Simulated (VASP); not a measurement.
# Si (Cmcm) in VASP: further runs

Si is run at these levels: PBE; tasks: single point, relaxation of cell and atoms.

Program: VASP 6.6.1. These are calculated values, not measurements. Logs are shortened: lines on timing, memory, paths and dates and some standing lists are left out, and cuts for length are marked.

### Step 1. The cell of the first run

It takes space group Cmcm (No. 63, orthorhombic). Conventional cell: a = 5.744 Å, b = 11.965 Å, c = 3.847 Å, α = 90.00°, β = 90.00°, γ = 90.00°. Within 3.1 Å of Si (site symmetry m) lie 4 Si at 2.37 to 2.38 Å. Si (site symmetry m2m) has 4 Si at 2.34 to 2.37 Å within 3.1 Å.

### Step 2. Single point, PBE

Input file INCAR:

```
PREC = Accurate
ENCUT = 520
EDIFF = 1E-6
ISMEAR = 0
SIGMA = 0.02
LREAL = F
LASPH = T
NELM = 80
ALGO = Normal
ISIF = 2
LWAVE = F
LCHARG = F
GGA = PE
NBANDS = 21
```

Input file KPOINTS:

```
Automatic mesh
0
Gamma
  8 8 10
```

Input file POSCAR:

```
Si
1.0
    2.8721157772     -5.9827265663      0.0000000000
    2.8721157772      5.9827265663      0.0000000000
    0.0000000000      0.0000000000      3.8469108383
Si
6
Direct
    0.0111197243      0.4014817958      0.7500000000
    0.4014817958      0.0111197243      0.2500000000
    0.5985182042      0.9888802757      0.7500000000
    0.9888802757      0.5985182042      0.2500000000
    0.4439771201      0.5560228799      0.7500000000
    0.5560228799      0.4439771201      0.2500000000
```

Potentials or basis: VASP PAW PBE potentials, release 64 (Si).

Started as:

```sh
$ cat potpaw_PBE.64/Si/POTCAR > POTCAR
$ mpirun -np 1 vasp_std > vasp.out
```

OUTCAR:

```text
PREC = Accurate
   ENCUT = 520
   EDIFF = 1E-6
   ISMEAR = 0
   LREAL = F
   LASPH = T
   NELM = 80
   ISIF = 2
   GGA = PE

 ion  position               nearest neighbor table
   1  0.011  0.401  0.750-   3 2.37   5 2.37   4 2.38   4 2.38
   2  0.401  0.011  0.250-   4 2.37   6 2.37   3 2.38   3 2.38
   3  0.599  0.989  0.750-   1 2.37   5 2.37   2 2.38   2 2.38
   4  0.989  0.599  0.250-   2 2.37   6 2.37   1 2.38   1 2.38
   5  0.444  0.556  0.750-   6 2.34   6 2.34   1 2.37   3 2.37
   6  0.556  0.444  0.250-   5 2.34   5 2.34   2 2.37   4 2.37

  LATTYP: Found a base centered orthorhombic cell.
 ALAT       =     5.7442315544
 B/A-ratio  =     2.0830380912
 C/A-ratio  =     0.6696998200

  Lattice vectors:

 A1 = (   2.8721157772,  -5.9827265663,   0.0000000000)
 A2 = (   2.8721157772,   5.9827265663,   0.0000000000)
 A3 = (   0.0000000000,   0.0000000000,   3.8469108383)

Analysis of symmetry for initial positions (statically):
=====================================================================
 Subroutine PRICEL returns:
 Original cell was already a primitive cell.

 Routine SETGRP: Setting up the symmetry group for a
 base centered orthorhombic supercell.

 Subroutine GETGRP returns: Found  8 space group operations
 (whereof  4 operations were pure point group operations)
 out of a pool of  8 trial point group operations.

The static configuration has the point symmetry C_2h.
 The point group associated with its full space group is D_2h.

Analysis of symmetry for dynamics (positions and initial velocities):
=====================================================================
 Subroutine PRICEL returns:
 Original cell was already a primitive cell.

 Routine SETGRP: Setting up the symmetry group for a
 base centered orthorhombic supercell.

 Subroutine GETGRP returns: Found  8 space group operations
 (whereof  4 operations were pure point group operations)
 out of a pool of  8 trial point group operations.

The dynamic configuration has the point symmetry C_2h.
 The point group associated with its full space group is D_2h.

 Subroutine INISYM returns: Found  8 space group operations
 (whereof  4 operations are pure point group operations),
 and found     1 'primitive' translations

----------------------------------------------------------------------------------------

                                     Primitive cell

  volume of cell :     132.2036

  direct lattice vectors                    reciprocal lattice vectors
     2.872115777 -5.982726566  0.000000000     0.174087690 -0.083573935  0.000000000
     2.872115777  5.982726566  0.000000000     0.174087690  0.083573935  0.000000000
     0.000000000  0.000000000  3.846910838     0.000000000  0.000000000  0.259948837

  length of vectors
     6.636419683  6.636419683  3.846910838     0.193109105  0.193109105  0.259948837

  position of ions in fractional coordinates (direct lattice)
     0.011119724  0.401481796  0.750000000
     0.401481796  0.011119724  0.250000000
     0.598518204  0.988880276  0.750000000
     0.988880276  0.598518204  0.250000000
     0.443977120  0.556022880  0.750000000
     0.556022880  0.443977120  0.250000000

  ion indices of the primitive-cell ions
   primitive index   ion index
                 1           1
                 2           2
                 3           3
                 4           4
                 5           5
                 6           6

----------------------------------------------------------------------------------------

 KPOINTS: Automatic mesh

Automatic generation of k-mesh.
 Grid dimensions read from file:
 generate k-points for:    8    8   10

 Generating k-lattice:

  Cartesian coordinates                     Fractional coordinates (reciprocal lattice)
     0.021760961 -0.010446742  0.000000000     0.125000000  0.000000000  0.000000000
     0.021760961  0.010446742  0.000000000     0.000000000  0.125000000  0.000000000
     0.000000000  0.000000000  0.025994884     0.000000000  0.000000000  0.100000000

  Length of vectors
     0.024138638  0.024138638  0.025994884

  Shift w.r.t. Gamma in fractional coordinates (k-lattice)
     0.000000000  0.000000000  0.000000000

 Subroutine IBZKPT returns following result:
 ===========================================

 Found    126 irreducible k-points:

 Following reciprocal coordinates:
            Coordinates               Weight
  0.000000  0.000000  0.000000      1.000000
  0.125000  0.000000  0.000000      4.000000
  0.250000  0.000000  0.000000      4.000000
  0.375000  0.000000  0.000000      4.000000
  0.500000  0.000000  0.000000      2.000000
  0.125000  0.125000  0.000000      2.000000
[... 16 lines left out ...]
  0.125000  0.000000  0.100000      8.000000
  0.250000  0.000000  0.100000      8.000000
 [... further k-points ...]
   k-points           NKPTS =    126   k-points in BZ     NKDIM =    126   number of bands    NBANDS=     21
   number of dos      NEDOS =    301   number of ions     NIONS =      6
   total plane-waves  NPLWV =  75000
   dimension x,y,z NGX =    50 NGY =   50 NGZ =   30
   dimension x,y,z NGXF=   100 NGYF=  100 NGZF=   60
   ions per type =               6
   NGX,Y,Z   is equivalent  to a cutoff of  12.53, 12.53, 12.96 a.u.
   NGXF,Y,Z  is equivalent  to a cutoff of  25.05, 25.05, 25.93 a.u.
 SYSTEM =  unknown system
   PREC   = accura    normal or accurate (medium, high low for compatibility)
   ISTART =      0    job   : 0-new  1-cont  2-samecut
   ICHARG =      2    charge: 1-file 2-atom 10-const
   ISPIN  =      1    spin polarized calculation?
   LNONCOLLINEAR =      F non collinear calculations
   LSORBIT =      F    spin-orbit coupling
   LASPH  =      T    aspherical Exc in radial PAW
   ENCUT  =  520.0 eV  38.22 Ry    6.18 a.u.  12.34 12.34  7.15*2*pi/ulx,y,z
   NELM   =     80;   NELMIN=  2; NELMDL= -5     # of ELM steps
   EDIFF  = 0.1E-05   stopping-criterion for ELM
   LREAL  =      F    real-space projection
   EDIFFG = 0.1E-04   stopping-criterion for IOM
   NSW    =      0    number of steps for IOM
   IBRION =     -1    ionic relax: 0-MD 1-quasi-New 2-CG
   NFREE  =      0    steps in history (QN), initial steepest desc. (CG)
   ISIF   =      2    stress and relaxation
   ISYM   =      2    0-nonsym 1-usesym 2-fastsym
   POTIM  = 0.5000    time-step for ionic-motion
   TEBEG  =    0.0;   TEEND  =   0.0 temperature during run
   PSTRESS=    0.0 pullay stress
   NELECT =      24.0000    total number of electrons
   NUPDOWN=      -1.0000    fix difference up-down
   EMIN   =  10.00;   EMAX   =-10.00  energy-range for DOS
   EFERMI =   0.00;   METHOD = LEGACY
   ISMEAR =     0;   SIGMA  =   0.02  broadening in eV -4-tet -1-fermi 0-gaus
   EFERMI_NEDOS =   21; number of points for ismear=-14 and -15
   IALGO  =     38    algorithm
   IMIX   =      4    mixing-type and parameters
     AMIX     =   0.40;   BMIX     =  1.00
     AMIX_MAG =   1.60;   BMIX_MAG =  1.00
  volume/ion in A,a.u.               =      22.03       148.69
  Fermi-wavevector in a.u.,A,eV,Ry     =   0.926967  1.751713 11.691043  0.859267
  Thomas-Fermi vector in A             =   2.052986
   LORBIT       =      0    0 simple, 1 ext, 2 COOP (PROOUT), +10 PAW based schemes
   GGA     = PE    functional components
   LHFCALC =     F    Hartree Fock is set to
   AEXX    =    0.0000 exact exchange contribution
   IVDW    =     0    specifies the selected vdW correction
   LEPSILON=     F    determine dielectric tensor
   LRPA    =     F    only Hartree local field effects (RPA)
 non-spin polarized calculation
 Gauss-broadening in eV      SIGMA  =   0.02
  energy-cutoff  :      520.00
  volume of cell :      132.20
 maximum number of plane-waves:      3590
 NGX is ok and might be reduce to    50
   NGX = 25   NGY = 25   NGZ = 15

 number of electron      24.0000000 magnetization

 Free energy of the ion-electron system (eV)
  ---------------------------------------------------
  ext. energy  EPLUGINS =         0.00000000
  ---------------------------------------------------
  free energy    TOTEN  =       -32.01531408 eV

  energy without entropy =      -32.01531408  energy(sigma->0) =      -32.01531408

 E-fermi :   4.9813     XC(G=0):  -8.8482

 val. band max:        4.8714178723   @ k =   0.0000   0.0000   0.0000
 cond. band min:       5.3031589239   @ k =   0.5000   0.5000   0.0000
 fundamental gap:      0.4317410516
 Fermi energy:         4.9812937897

 k-point     1 :       0.0000    0.0000    0.0000
  band No.  band energies     occupation
      1      -7.0130      2.00000
      2      -3.9924      2.00000
      3      -3.1616      2.00000
      4      -2.9664      2.00000
      5      -1.3328      2.00000
      6       0.0398      2.00000
[... 13 lines left out ...]
     20       9.0014      0.00000
     21      10.1405      0.00000

 k-point     2 :       0.1250    0.0000    0.0000
  band No.  band energies     occupation
      1      -6.9438      2.00000
      2      -4.1439      2.00000
      3      -3.5581      2.00000
      4      -2.7714      2.00000
      5      -0.8301      2.00000
      6      -0.0155      2.00000
[... 13 lines left out ...]
     20       9.2780      0.00000
     21      10.0737      0.00000

 k-point     3 :       0.2500    0.0000    0.0000
  band No.  band energies     occupation
      1      -6.7398      2.00000
      2      -4.5859      2.00000
      3      -4.0197      2.00000
      4      -2.4558      2.00000
      5      -0.1430      2.00000
      6       0.2640      2.00000
[... 13 lines left out ...]
     20       9.8517      0.00000
     21      10.1139      0.00000
[... 457 lines left out ...]
 k-point    23 :       0.1250    0.0000    0.1000
  band No.  band energies     occupation
      1      -6.8563      2.00000
      2      -4.0600      2.00000
      3      -3.4718      2.00000
      4      -2.7962      2.00000
      5      -0.7866      2.00000
      6       0.0197      2.00000
[... 13 lines left out ...]
     20       9.3136      0.00000
     21       9.8583      0.00000

 k-point    24 :       0.2500    0.0000    0.1000
  band No.  band energies     occupation
      1      -6.6525      2.00000
      2      -4.5027      2.00000
      3      -3.9382      2.00000
      4      -2.4818      2.00000
      5      -0.1371      2.00000
      6       0.3071      2.00000
[... 13 lines left out ...]
     20       9.4102      0.00000
     21      10.0148      0.00000

 [... further k-points ...]
[... 5 lines left out ...]
  --------------------------------------------------------------------------------------
  -------------------------------------------------------------------------------------
  Total       -0.0642351     -0.0507340     -0.0506983      0.0000000      0.0000000      0.0000000
  in kB       -0.7784661     -0.6148459     -0.6144136      0.0000000      0.0000000      0.0000000
  external PRESSURE =      -0.6692419 kB  Pullay stress =       0.0000000 kB

 VOLUME and BASIS-vectors are now :
 -----------------------------------------------------------------------------
  energy-cutoff  :      520.00
  volume of cell :      132.20
      direct lattice vectors                 reciprocal lattice vectors
     2.872115777 -5.982726566  0.000000000     0.174087690 -0.083573935  0.000000000
     2.872115777  5.982726566  0.000000000     0.174087690  0.083573935  0.000000000
     0.000000000  0.000000000  3.846910838     0.000000000  0.000000000  0.259948837

 POSITION                                       TOTAL-FORCE (eV/Angst)
 -----------------------------------------------------------------------------------
      1.18504      2.33543      2.88518         0.000361      0.005247      0.000000
      1.18504     -2.33543      0.96173         0.000361     -0.005247      0.000000
      4.55919      2.33543      2.88518        -0.000361      0.005247      0.000000
      4.55919     -2.33543      0.96173        -0.000361     -0.005247      0.000000
      2.87212      0.67034      2.88518         0.000000     -0.004356      0.000000
      2.87212     -0.67034      0.96173         0.000000      0.004356     -0.000000
 -----------------------------------------------------------------------------------
    total drift:                               -0.000000     -0.000000      0.000000

  FREE ENERGIE OF THE ION-ELECTRON SYSTEM (eV)
  ---------------------------------------------------
  free  energy   TOTEN  =       -32.0153140843 eV

  energy  without entropy=      -32.0153140843  energy(sigma->0) =      -32.01531408
```

Wall time 2.6 min (1 thread of Intel Xeon 6975P-C (Granite Rapids), shared host); peak memory 0.41 GiB.

What came out:

```yaml
Free_energy: -32.0153 eV
Pressure: -0.1 GPa
Largest_force: 0.005 eV/Å
Band_gap_on_the_k_mesh: 0.43 eV, indirect (the least direct gap lies 0.8 meV higher)
```

Forces on the atoms (eV/Å):
```
Si   0.000  0.005  0.000
Si   0.000 -0.005  0.000
Si   0.000  0.005  0.000
Si   0.000 -0.005  0.000
Si   0.000 -0.004  0.000
Si   0.000  0.004  0.000
```

A k mesh can miss the band edges. A hybrid or GW would open this gap; PBE tends to underestimate it.

### Step 3. Relaxation of cell and atoms, PBE

Input file INCAR:

```
ALGO     = Normal         # electronic algorithm
EDIFF    = 1E-6           # SCF threshold, eV
EDIFFG   = -0.01          # ionic threshold
ENCUT    = 600            # plane-wave cutoff, eV
GGA      = PE             # functional
IBRION   = 2              # ionic algorithm
ISIF     = 3              # what is computed and relaxed
ISMEAR   = 0              # smearing method
LASPH    = T              # aspherical terms in the spheres
LCHARG   = F              # write CHGCAR
LREAL    = F              # projectors in reciprocal space
LWAVE    = F              # write WAVECAR
NELM     = 80             # most SCF steps
NSW      = 100            # ionic steps
PREC     = Accurate       # precision mode
SIGMA    = 0.02           # smearing width, eV
```

Input file KPOINTS:

```
k-points
0
Gamma
  8 8 10
```

Input file POSCAR:

```
Si
1.0
    2.8694871067     -5.9754846142      0.0000000000
    2.8694871067      5.9754846142      0.0000000000
    0.0000000000      0.0000000000      3.8495948469
Si
6
Direct
    0.0113654871      0.4016344408      0.7500000000
    0.4016344408      0.0113654871      0.2500000000
    0.5983655592      0.9886345129      0.7500000000
    0.9886345129      0.5983655592      0.2500000000
    0.4440563341      0.5559436659      0.7500000000
    0.5559436659      0.4440563341      0.2500000000
```

Potentials or basis: VASP PAW PBE potentials, release 64 (Si).

Started as:

```sh
$ cat potpaw_PBE.64/Si/POTCAR > POTCAR
$ mpirun -np 1 vasp_std > vasp.out
```

It took 6.3 min on 1 thread of AMD EPYC 9R45 (Zen 5), shared host; peak memory 0.42 GiB.

Results (log left out):

```
Free energy                            : -32.0158 eV
Relaxed volume                         : 22.02 Å³/atom
Relaxed cell                           : a = 6.634 Å, b = 6.634 Å, c = 3.847 Å, α = 90.00°, β = 90.00°, γ = 128.71°
Space group after relaxing (to 0.05 Å) : Cmcm (No. 63)
Energy gained by relaxing              : 0.0 meV/atom
Ionic steps                            : 4
Pressure after relaxing                : 0.0 GPa
Largest force after relaxing           : 0.004 eV/Å
Band gap on the k mesh                 : 0.43 eV, direct
```

Forces on the atoms (eV/Å):
```
Si   0.002  0.000  0.000
Si   0.002  0.000  0.000
Si  -0.002  0.000  0.000
Si  -0.002  0.000  0.000
Si   0.000  0.004  0.000
Si   0.000 -0.004  0.000
```

Step by step:
```
step  energy change (eV)  largest force (eV/Å)  pressure (GPa)  volume (Å³)
   1              0.0000                0.0303            0.05       132.01
   2             -0.0001                0.0311           -0.03       132.15
   3             -0.0002                0.0202           -0.01       132.12
   4             -0.0002                0.0044            0.00       132.10
```

Final structure:
```
Si
1.0
     2.87106   -5.98067    0.00000
     2.87106    5.98067    0.00000
     0.00000    0.00000    3.84677
Si
6
Cartesian
  1.1846 2.3348 2.8851
  1.1846 -2.3348 0.9617
  4.5576 2.3348 2.8851
  4.5576 -2.3348 0.9617
  2.8711 0.6696 2.8851
  2.8711 -0.6696 0.9617
```

Levels at points of the mesh, in eV from the valence-band top:
```
           k point  band 10  band 11  band 12  band 13  band 14  band 15
(0.00, 0.00, 0.00)    -0.73    -0.14     0.00     0.43     2.03     2.20
(0.50, 0.00, 0.00)    -1.52    -0.73    -0.69     1.38     1.77     1.77
(0.50, 0.50, 0.00)    -1.68    -1.39    -0.05     0.43     2.15     3.43
(0.00, 0.00, 0.50)    -3.50    -2.17    -2.17     1.94     1.94     4.52
(0.50, 0.00, 0.50)    -2.16    -1.26    -1.26     1.24     1.24     1.95
(0.50, 0.50, 0.50)    -2.18    -1.60    -1.60     0.85     0.85     2.09
```

A k mesh can miss the band edges. A hybrid or GW would open this gap; PBE tends to underestimate it.
